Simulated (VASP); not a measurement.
# SrO (I-4m2) in VASP: single point with PBE

Aim: the single point of SrO with PBE.

Program: VASP 6.6.1. These are calculated values, not measurements. Logs are shortened: lines on timing, memory, paths and dates and some standing lists are left out, and cuts for length are marked.

**1. The cell of the first run**

Symmetry: I-4m2, No. 119, tetragonal system. The conventional cell has a = 3.896 Å, b = 3.896 Å, c = 5.705 Å, α = 90.00°, β = 90.00°, γ = 90.00°. Sr (site symmetry -4m2) has 4 O at 2.41 Å within 3.2 Å. Within 3.2 Å of O (site symmetry -4m2) lie 4 Sr at 2.41 Å.

**2. Single point, PBE (epitaxial xy strain -1.3%)**

File INCAR:

```
  ALGO = Normal
  EDIFF = 1E-6
  ENCUT = 600
  GGA = PE
  GGA_COMPAT = False
  ISIF = 2
  ISMEAR = -1
  LASPH = True
  LCHARG = False
  LREAL = False
  LWAVE = False
  NBANDS = 15
  NELM = 120
  PREC = Accurate
  SIGMA = 0.02
```

File KPOINTS:

```
k-points
0
Gamma
  8 8 8
```

File POSCAR:

```
SrO
1.0
    0.0000000000      2.7551431861      2.8526331561
    2.7551431861      0.0000000000      2.8526331561
    2.7551431861      2.7551431861      0.0000000000
Sr O
1 1
Direct
    0.0000000000      0.0000000000      0.0000000000
    0.2500000000      0.2500000000      0.2500000000
```

Potentials or basis: VASP PAW PBE potentials, release 64 (Sr_sv, O).

The run is started by

```sh
> cat potpaw_PBE.64/Sr_sv/POTCAR potpaw_PBE.64/O/POTCAR > POTCAR
> mpirun -np 1 vasp_std > vasp.out
```

OUTCAR:

```text
EDIFF = 1E-6
   ENCUT = 600
   GGA = PE
   ISIF = 2
   ISMEAR = -1
   LASPH = True
   LREAL = False
   NELM = 120
   PREC = Accurate

 ion  position               nearest neighbor table
   1  0.000  0.000  0.000-   2 2.41   2 2.41   2 2.41   2 2.41
   2  0.250  0.250  0.250-   1 2.41   1 2.41   1 2.41   1 2.41

  LATTYP: Found a body centered tetragonal cell.
 ALAT       =     3.8963608601
 C/A-ratio  =     1.4642551132

  Lattice vectors:

 A1 = (  -2.7551431861,   0.0000000000,   2.8526331561)
 A2 = (   2.7551431861,   0.0000000000,   2.8526331561)
 A3 = (   0.0000000000,   2.7551431861,  -2.8526331561)

Analysis of symmetry for initial positions (statically):
=====================================================================
 Subroutine PRICEL returns:
 Original cell was already a primitive cell.

 Routine SETGRP: Setting up the symmetry group for a
 body centered tetragonal supercell.

 Subroutine GETGRP returns: Found  8 space group operations
 (whereof  8 operations were pure point group operations)
 out of a pool of 16 trial point group operations.

The static configuration has the point symmetry D_2d.

Analysis of symmetry for dynamics (positions and initial velocities):
=====================================================================
 Subroutine PRICEL returns:
 Original cell was already a primitive cell.

 Routine SETGRP: Setting up the symmetry group for a
 body centered tetragonal supercell.

 Subroutine GETGRP returns: Found  8 space group operations
 (whereof  8 operations were pure point group operations)
 out of a pool of 16 trial point group operations.

The dynamic configuration has the point symmetry D_2d.

 Subroutine INISYM returns: Found  8 space group operations
 (whereof  8 operations are pure point group operations),
 and found     1 'primitive' translations

----------------------------------------------------------------------------------------

                                     Primitive cell

  volume of cell :      43.3076

  direct lattice vectors                    reciprocal lattice vectors
     0.000000000  2.755143186  2.852633156    -0.181478771  0.181478771  0.175276656
     2.755143186  0.000000000  2.852633156     0.181478771 -0.181478771  0.175276656
     2.755143186  2.755143186  0.000000000     0.181478771  0.181478771 -0.175276656

  length of vectors
     3.965895851  3.965895851  3.896360860     0.310790918  0.310790918  0.310790918

  position of ions in fractional coordinates (direct lattice)
     0.000000000  0.000000000  0.000000000
     0.250000000  0.250000000  0.250000000

  ion indices of the primitive-cell ions
   primitive index   ion index
                 1           1
                 2           2

----------------------------------------------------------------------------------------

 KPOINTS: k-points

Automatic generation of k-mesh.
 Grid dimensions read from file:
 generate k-points for:    8    8    8

 Generating k-lattice:

  Cartesian coordinates                     Fractional coordinates (reciprocal lattice)
    -0.022684846  0.022684846  0.021909582     0.125000000  0.000000000  0.000000000
     0.022684846 -0.022684846  0.021909582     0.000000000  0.125000000  0.000000000
     0.022684846  0.022684846 -0.021909582     0.000000000  0.000000000  0.125000000

  Length of vectors
     0.038848865  0.038848865  0.038848865

  Shift w.r.t. Gamma in fractional coordinates (k-lattice)
     0.000000000  0.000000000  0.000000000

 Subroutine IBZKPT returns following result:
 ===========================================

 Found     59 irreducible k-points:

 Following reciprocal coordinates:
            Coordinates               Weight
  0.000000  0.000000  0.000000      1.000000
  0.125000  0.000000  0.000000      8.000000
  0.250000  0.000000  0.000000      8.000000
  0.375000  0.000000  0.000000      8.000000
  0.500000  0.000000  0.000000      4.000000
  0.125000  0.125000  0.000000      2.000000
[... 16 lines left out ...]
  0.250000  0.000000  0.125000     16.000000
  0.375000 -0.000000  0.125000     16.000000
 [... further k-points ...]
   k-points           NKPTS =     59   k-points in BZ     NKDIM =     59   number of bands    NBANDS=     15
   number of dos      NEDOS =    301   number of ions     NIONS =      2
   total plane-waves  NPLWV =  32768
   dimension x,y,z NGX =    32 NGY =   32 NGZ =   32
   dimension x,y,z NGXF=    64 NGYF=   64 NGZF=   64
   ions per type =               1   1
   NGX,Y,Z   is equivalent  to a cutoff of  13.41, 13.41, 13.65 a.u.
   NGXF,Y,Z  is equivalent  to a cutoff of  26.83, 26.83, 27.31 a.u.
 SYSTEM =  unknown system
   PREC   = accura    normal or accurate (medium, high low for compatibility)
   ISTART =      0    job   : 0-new  1-cont  2-samecut
   ICHARG =      2    charge: 1-file 2-atom 10-const
   ISPIN  =      1    spin polarized calculation?
   LNONCOLLINEAR =      F non collinear calculations
   LSORBIT =      F    spin-orbit coupling
   LASPH  =      T    aspherical Exc in radial PAW
   ENCUT  =  600.0 eV  44.10 Ry    6.64 a.u.   7.92  7.92  7.78*2*pi/ulx,y,z
   NELM   =    120;   NELMIN=  2; NELMDL= -5     # of ELM steps
   EDIFF  = 0.1E-05   stopping-criterion for ELM
   LREAL  =      F    real-space projection
   EDIFFG = 0.1E-04   stopping-criterion for IOM
   NSW    =      0    number of steps for IOM
   IBRION =     -1    ionic relax: 0-MD 1-quasi-New 2-CG
   NFREE  =      0    steps in history (QN), initial steepest desc. (CG)
   ISIF   =      2    stress and relaxation
   ISYM   =      2    0-nonsym 1-usesym 2-fastsym
   POTIM  = 0.5000    time-step for ionic-motion
   TEBEG  =    0.0;   TEEND  =   0.0 temperature during run
   PSTRESS=    0.0 pullay stress
   NELECT =      16.0000    total number of electrons
   NUPDOWN=      -1.0000    fix difference up-down
   EMIN   =  10.00;   EMAX   =-10.00  energy-range for DOS
   EFERMI =   0.00;   METHOD = LEGACY
   ISMEAR =    -1;   SIGMA  =   0.02  broadening in eV -4-tet -1-fermi 0-gaus
   EFERMI_NEDOS =   21; number of points for ismear=-14 and -15
   IALGO  =     38    algorithm
   IMIX   =      4    mixing-type and parameters
     AMIX     =   0.40;   BMIX     =  1.00
     AMIX_MAG =   1.60;   BMIX_MAG =  1.00
  volume/ion in A,a.u.               =      21.65       146.13
  Fermi-wavevector in a.u.,A,eV,Ry     =   1.174699  2.219860 18.774932  1.379919
  Thomas-Fermi vector in A             =   2.311092
   LORBIT       =      0    0 simple, 1 ext, 2 COOP (PROOUT), +10 PAW based schemes
   GGA     = PE    functional components
   LHFCALC =     F    Hartree Fock is set to
   AEXX    =    0.0000 exact exchange contribution
   IVDW    =     0    specifies the selected vdW correction
   LEPSILON=     F    determine dielectric tensor
   LRPA    =     F    only Hartree local field effects (RPA)
 non-spin polarized calculation
  energy-cutoff  :      600.00
  volume of cell :       43.31
 maximum number of plane-waves:      1462
   NGX = 15   NGY = 15   NGZ = 15

 number of electron      16.0000002 magnetization

 Free energy of the ion-electron system (eV)
  ---------------------------------------------------
  ext. energy  EPLUGINS =         0.00000000
  ---------------------------------------------------
  free energy    TOTEN  =       -11.75953740 eV

  energy without entropy =      -11.75953740  energy(sigma->0) =      -11.75953740

 E-fermi :   0.8607     XC(G=0):  -8.6482

 val. band max:        0.3228307949   @ k =  -0.2500   0.5000   0.2500
 cond. band min:       2.8468002290   @ k =   0.0000   0.0000   0.0000
 fundamental gap:      2.5239694341
 Fermi energy:         0.8606940270

 k-point     1 :       0.0000    0.0000    0.0000
  band No.  band energies     occupation
      1     -31.8900      2.00000
      2     -14.4764      2.00000
      3     -13.7796      2.00000
      4     -13.7796      2.00000
      5     -13.7719      2.00000
      6      -0.5603      2.00000
      7      -0.5381      2.00000
      8      -0.5381      2.00000
      9       2.8468      0.00000
     10       8.1777      0.00000
     11       8.5588      0.00000
     12       9.4417      0.00000
     13       9.8524      0.00000
     14       9.8524      0.00000
     15      15.2630      0.00000

 k-point     2 :       0.1250    0.0000    0.0000
  band No.  band energies     occupation
      1     -31.8810      2.00000
      2     -14.8291      2.00000
      3     -13.7910      2.00000
      4     -13.7898      2.00000
      5     -13.4586      2.00000
      6      -0.6487      2.00000
      7      -0.4994      2.00000
      8      -0.4828      2.00000
      9       3.3612      0.00000
     10       7.8949      0.00000
     11       8.2147      0.00000
     12       9.3520      0.00000
     13       9.9850      0.00000
     14      10.2149      0.00000
     15      13.9950      0.00000

 k-point     3 :       0.2500    0.0000    0.0000
  band No.  band energies     occupation
      1     -31.8590      2.00000
      2     -15.3173      2.00000
      3     -13.8258      2.00000
      4     -13.8181      2.00000
      5     -13.0615      2.00000
      6      -0.6914      2.00000
      7      -0.3862      2.00000
      8      -0.3567      2.00000
      9       4.4290      0.00000
     10       7.6535      0.00000
     11       7.8783      0.00000
     12       8.6946      0.00000
     13      10.3787      0.00000
     14      10.5125      0.00000
     15      12.5483      0.00000
[... 343 lines left out ...]
 k-point    23 :       0.2500    0.0000    0.1250
  band No.  band energies     occupation
      1     -31.8597      2.00000
      2     -15.2721      2.00000
      3     -13.8589      2.00000
      4     -13.8422      2.00000
      5     -13.0452      2.00000
      6      -0.8367      2.00000
      7      -0.3528      2.00000
      8      -0.2817      2.00000
      9       4.4309      0.00000
     10       6.9089      0.00000
     11       8.4030      0.00000
     12       9.3314      0.00000
     13      10.1575      0.00000
     14      10.4739      0.00000
     15      13.2199      0.00000

 k-point    24 :       0.3750   -0.0000    0.1250
  band No.  band energies     occupation
      1     -31.8376      2.00000
      2     -15.6149      2.00000
      3     -13.9115      2.00000
      4     -13.8811      2.00000
      5     -12.7712      2.00000
      6      -0.7006      2.00000
      7      -0.2466      2.00000
      8      -0.1761      2.00000
      9       5.2588      0.00000
     10       6.7520      0.00000
     11       8.2906      0.00000
     12       8.7760      0.00000
     13      10.3441      0.00000
     14      10.6623      0.00000
     15      12.3792      0.00000

 [... further k-points ...]
[... 5 lines left out ...]
  --------------------------------------------------------------------------------------
  -------------------------------------------------------------------------------------
  Total        0.4934081      0.4934081      0.3682246      0.0000000      0.0000000      0.0000000
  in kB       18.2537702     18.2537702     13.6225726      0.0000000      0.0000000      0.0000000
  external PRESSURE =      16.7100377 kB  Pullay stress =       0.0000000 kB

 VOLUME and BASIS-vectors are now :
 -----------------------------------------------------------------------------
  energy-cutoff  :      600.00
  volume of cell :       43.31
      direct lattice vectors                 reciprocal lattice vectors
     0.000000000  2.755143186  2.852633156    -0.181478771  0.181478771  0.175276656
     2.755143186  0.000000000  2.852633156     0.181478771 -0.181478771  0.175276656
     2.755143186  2.755143186  0.000000000     0.181478771  0.181478771 -0.175276656

 POSITION                                       TOTAL-FORCE (eV/Angst)
 -----------------------------------------------------------------------------------
      0.00000      0.00000      0.00000         0.000000      0.000000      0.000000
      1.37757      1.37757      1.42632        -0.000000     -0.000000     -0.000000
 -----------------------------------------------------------------------------------
    total drift:                               -0.000000     -0.000000     -0.000000

  FREE ENERGIE OF THE ION-ELECTRON SYSTEM (eV)
  ---------------------------------------------------
  free  energy   TOTEN  =       -11.7595373983 eV

  energy  without entropy=      -11.7595373983  energy(sigma->0) =      -11.75953740
```

Run time: 72 s. Hardware: 1 thread of AMD EPYC 7R13, shared host; peak memory 0.18 GiB.

Results:

| Quantity | Value |
| --- | --- |
| Free energy | -11.7595 eV |
| Pressure | 1.7 GPa |
| Band gap on the k mesh | 2.52 eV, indirect (least direct gap 3.38 eV) |

Caveat: the cell differs from its parent crystal (epitaxial xy strain -1.3%).
